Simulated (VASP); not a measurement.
# Zn (P6_3/mmc) in VASP: notebook

The runs below take Zn through single point, with LDA.

All numbers are computed with VASP 6.6.1; they aren't measurements. Logs are shortened: lines on timing, memory, paths and dates and some standing lists are left out, and cuts for length are marked.

### Step 1. The cell of the first run

Symmetry: P6_3/mmc, No. 194, hexagonal system. Conventional cell: a = 2.492 Å, b = 2.492 Å, c = 4.351 Å, α = 90.00°, β = 90.00°, γ = 120.00°. Zn (site symmetry -6m2) has 12 Zn at 2.49 to 2.61 Å within 3.3 Å.

### Step 2. Single point, LDA

Contents of INCAR:

```
SYSTEM = Zn
  PREC = Accurate
  ENCUT = 520
  EDIFF = 1E-7
  ISMEAR = -1
  SIGMA = 0.05
  LREAL = .FALSE.
  LASPH = .TRUE.
  NELM = 80
  ALGO = Normal
  ISIF = 2
  LWAVE = .FALSE.
  LCHARG = .FALSE.
  NBANDS = 19
```

Contents of KPOINTS:

```
regular mesh
0
G
  7 7 4
  0 0 0
```

Contents of POSCAR:

```
Zn
1.0
    2.4917624961      0.0000000000      0.0000000000
   -1.2458812480      2.1579296218      0.0000000000
    0.0000000000      0.0000000000      4.3508497911
Zn
2
Direct
    0.3333333333      0.6666666667      0.2500000000
    0.6666666667      0.3333333333      0.7500000000
```

Potentials or basis: VASP PAW LDA potentials, release 64 (Zn).

Launch:

```bash
cat potpaw_LDA.64/Zn/POTCAR > POTCAR
mpirun -np 1 vasp_std > vasp.out
```

OUTCAR:

```text
SYSTEM = Zn
   PREC = Accurate
   ENCUT = 520
   EDIFF = 1E-7
   ISMEAR = -1
   LREAL = .FALSE.
   LASPH = .TRUE.
   NELM = 80
   ISIF = 2

 ion  position               nearest neighbor table
   1  0.333  0.667  0.250-   2 2.61   2 2.61   2 2.61   2 2.61   2 2.61   2 2.61
   2  0.667  0.333  0.750-   1 2.61   1 2.61   1 2.61   1 2.61   1 2.61   1 2.61

  LATTYP: Found a hexagonal cell.
 ALAT       =     2.4917624961
 C/A-ratio  =     1.7460932966

  Lattice vectors:

 A1 = (   2.4917624961,   0.0000000000,   0.0000000000)
 A2 = (  -1.2458812480,   2.1579296218,   0.0000000000)
 A3 = (   0.0000000000,   0.0000000000,   4.3508497911)

Analysis of symmetry for initial positions (statically):
=====================================================================
 Subroutine PRICEL returns:
 Original cell was already a primitive cell.

 Routine SETGRP: Setting up the symmetry group for a
 hexagonal supercell.

 Subroutine GETGRP returns: Found 24 space group operations
 (whereof 12 operations were pure point group operations)
 out of a pool of 24 trial point group operations.

The static configuration has the point symmetry D_3d.
 The point group associated with its full space group is D_6h.

Analysis of symmetry for dynamics (positions and initial velocities):
=====================================================================
 Subroutine PRICEL returns:
 Original cell was already a primitive cell.

 Routine SETGRP: Setting up the symmetry group for a
 hexagonal supercell.

 Subroutine GETGRP returns: Found 24 space group operations
 (whereof 12 operations were pure point group operations)
 out of a pool of 24 trial point group operations.

The dynamic configuration has the point symmetry D_3d.
 The point group associated with its full space group is D_6h.

 Subroutine INISYM returns: Found 24 space group operations
 (whereof 12 operations are pure point group operations),
 and found     1 'primitive' translations

----------------------------------------------------------------------------------------

                                     Primitive cell

  volume of cell :      23.3947

  direct lattice vectors                    reciprocal lattice vectors
     2.491762496  0.000000000  0.000000000     0.401322358  0.231703571  0.000000000
    -1.245881248  2.157929622  0.000000000     0.000000000  0.463407143  0.000000000
     0.000000000  0.000000000  4.350849791     0.000000000  0.000000000  0.229840157

  length of vectors
[... 79 lines left out ...]
   ENCUT  =  520.0 eV  38.22 Ry    6.18 a.u.   4.63  4.63  8.09*2*pi/ulx,y,z
   NELM   =     80;   NELMIN=  2; NELMDL= -5     # of ELM steps
   EDIFF  = 0.1E-06   stopping-criterion for ELM
   LREAL  =      F    real-space projection
   EDIFFG = 0.1E-05   stopping-criterion for IOM
   NSW    =      0    number of steps for IOM
   IBRION =     -1    ionic relax: 0-MD 1-quasi-New 2-CG
   NFREE  =      0    steps in history (QN), initial steepest desc. (CG)
   ISIF   =      2    stress and relaxation
   ISYM   =      2    0-nonsym 1-usesym 2-fastsym
   POTIM  = 0.5000    time-step for ionic-motion
   TEBEG  =    0.0;   TEEND  =   0.0 temperature during run
   PSTRESS=    0.0 pullay stress
   NELECT =      24.0000    total number of electrons
   NUPDOWN=      -1.0000    fix difference up-down
   EMIN   =  10.00;   EMAX   =-10.00  energy-range for DOS
   EFERMI =   0.00;   METHOD = LEGACY
   ISMEAR =    -1;   SIGMA  =   0.05  broadening in eV -4-tet -1-fermi 0-gaus
   EFERMI_NEDOS =   21; number of points for ismear=-14 and -15
   IALGO  =     38    algorithm
   IMIX   =      4    mixing-type and parameters
     AMIX     =   0.40;   BMIX     =  1.00
     AMIX_MAG =   1.60;   BMIX_MAG =  1.00
  volume/ion in A,a.u.               =      11.70        78.94
  Fermi-wavevector in a.u.,A,eV,Ry     =   1.651097  3.120121 37.091130  2.726121
  Thomas-Fermi vector in A             =   2.739935
   LORBIT       =      0    0 simple, 1 ext, 2 COOP (PROOUT), +10 PAW based schemes
   GGA     = CA    functional components
   LHFCALC =     F    Hartree Fock is set to
   AEXX    =    0.0000 exact exchange contribution
   IVDW    =     0    specifies the selected vdW correction
   LEPSILON=     F    determine dielectric tensor
   LRPA    =     F    only Hartree local field effects (RPA)
 non-spin polarized calculation
  energy-cutoff  :      520.00
  volume of cell :       23.39
 maximum number of plane-waves:       653
 NGX is ok and might be reduce to    20
   NGX =  9   NGY =  9   NGZ = 17

 number of electron      24.0000009 magnetization

 Free energy of the ion-electron system (eV)
  ---------------------------------------------------
  ext. energy  EPLUGINS =         0.00000000
  ---------------------------------------------------
  free energy    TOTEN  =        -3.58428272 eV

  energy without entropy =       -3.58078578  energy(sigma->0) =       -3.58253425

 E-fermi :   5.7185     XC(G=0): -13.3643

 val. band max:        5.6205310556   @ k =   0.2857   0.2857   0.2500
 cond. band min:       5.8946451406   @ k =   0.4286   0.1429   0.5000
 fundamental gap:      0.2741140850
 Fermi energy:         5.7184780774

 k-point     1 :       0.0000    0.0000    0.0000
  band No.  band energies     occupation
      1      -7.6624      2.00000
      2      -4.9234      2.00000
      3      -3.7458      2.00000
      4      -3.5160      2.00000
      5      -3.5160      2.00000
      6      -3.4045      2.00000
[... 505 lines left out ...]
      6      -3.5254      2.00000
[... 11 lines left out ...]
     18      19.1783      0.00000
     19      23.8415      0.00000

------------------------ aborting loop because EDIFF is reached ----------------------------------------

  FORCE on cell =-STRESS in cart. coord.  units (eV):
  Direction    XX          YY          ZZ          XY          YZ          ZX
  --------------------------------------------------------------------------------------
  -------------------------------------------------------------------------------------
  Total        3.1484566      3.1484566      3.1031479      0.0000000     -0.0000000      0.0000000
  in kB      215.6206174    215.6206174    212.5176724      0.0000000     -0.0000000      0.0000000
  external PRESSURE =     214.5863024 kB  Pullay stress =       0.0000000 kB

 VOLUME and BASIS-vectors are now :
 -----------------------------------------------------------------------------
  energy-cutoff  :      520.00
  volume of cell :       23.39
      direct lattice vectors                 reciprocal lattice vectors
     2.491762496  0.000000000  0.000000000     0.401322358  0.231703571  0.000000000
    -1.245881248  2.157929622  0.000000000     0.000000000  0.463407143  0.000000000
     0.000000000  0.000000000  4.350849791     0.000000000  0.000000000  0.229840157

 POSITION                                       TOTAL-FORCE (eV/Angst)
 -----------------------------------------------------------------------------------
     -0.00000      1.43862      1.08771        -0.000000      0.000000      0.000000
      1.24588      0.71931      3.26314         0.000000     -0.000000      0.000000
 -----------------------------------------------------------------------------------
    total drift:                                0.000000     -0.000000      0.000000

  FREE ENERGIE OF THE ION-ELECTRON SYSTEM (eV)
  ---------------------------------------------------
  free  energy   TOTEN  =        -3.5842827184 eV

  energy  without entropy=       -3.5807857830  energy(sigma->0) =       -3.58253425
```

Wall time 3.8 s (1 thread of Intel Xeon 6975P-C (Granite Rapids), shared host); peak memory 0.12 GiB.

What came out:

| Property | Result |
| --- | --- |
| Free energy | -3.5843 eV |
| Pressure | 21.5 GPa |
| Band gap on the k mesh | zero (band 12 reaches 6.27 eV, above the bottom of band 13 at 3.10 eV) |

Stress tensor (GPa, compression positive):
```
21.56  0.00  0.00
 0.00 21.56  0.00
 0.00  0.00 21.25
```

Caveat: the k points lie up to 0.42 Å⁻¹ apart.

### Step 3. Single point, LDA

This run uses another cell than the first one, of 13.56 Å³/atom, 1.159 times its volume.

Contents of INCAR:

```
SYSTEM = Zn
PREC = Accurate ; ENCUT = 520
EDIFF = 1E-6 ; ISMEAR = -1
SIGMA = 0.05 ; LREAL = .False.
LASPH = .True. ; NELM = 80
ALGO = Normal ; ISIF = 2
LWAVE = .False. ; LCHARG = .False.
GGA = CA ; NBANDS = 19
```

Contents of KPOINTS:

```
regular mesh
0
Gamma
  7 7 4
  0 0 0
```

Contents of POSCAR:

```
Zn
1.0
    2.5588892303      0.0000000000      0.0000000000
   -1.2794446152      2.2160630789      0.0000000000
    0.0000000000      0.0000000000      4.7817509185
Zn
2
Direct
    0.3333333333      0.6666666667      0.2500000000
    0.6666666667      0.3333333333      0.7500000000
```

Potentials or basis: VASP PAW LDA potentials, release 64 (Zn).

Launch:

```bash
cat potpaw_LDA.64/Zn/POTCAR > POTCAR
mpirun -np 1 vasp_std > vasp.out
```

It took 3.9 s on 1 thread of Intel Xeon 6975P-C (Granite Rapids), shared host; peak memory 0.13 GiB.

The run converged. Its results:

```yaml
Free_energy: -3.8197 eV
Pressure: 1.0 GPa
Band_gap_on_the_k_mesh: zero (band 12 reaches 5.31 eV, above the bottom of band 13 at 0.69 eV)
```

Stress tensor (GPa, compression positive):
```
1.13 0.00 0.00
0.00 1.13 0.00
0.00 0.00 0.68
```

Levels at points of the mesh, in eV from the Fermi level:
| k point | band 8 | band 9 | band 10 | band 11 | band 12 | band 13 | band 14 | band 15 | band 16 | band 17 |
| --- | --- | --- | --- | --- | --- | --- | --- | --- | --- | --- |
| (0.00, 0.00, 0.00) | -7.78 | -7.78 | -7.53 | -7.53 | -4.42 | -3.25 | 14.19 | 18.18 | 18.83 | 18.83 |
| (0.00, 0.00, 0.50) | -8.25 | -7.64 | -7.64 | -7.64 | -7.64 | 4.64 | 4.64 | 20.24 | 20.24 | 20.24 |

Caveat: the k points lie up to 0.41 Å⁻¹ apart.
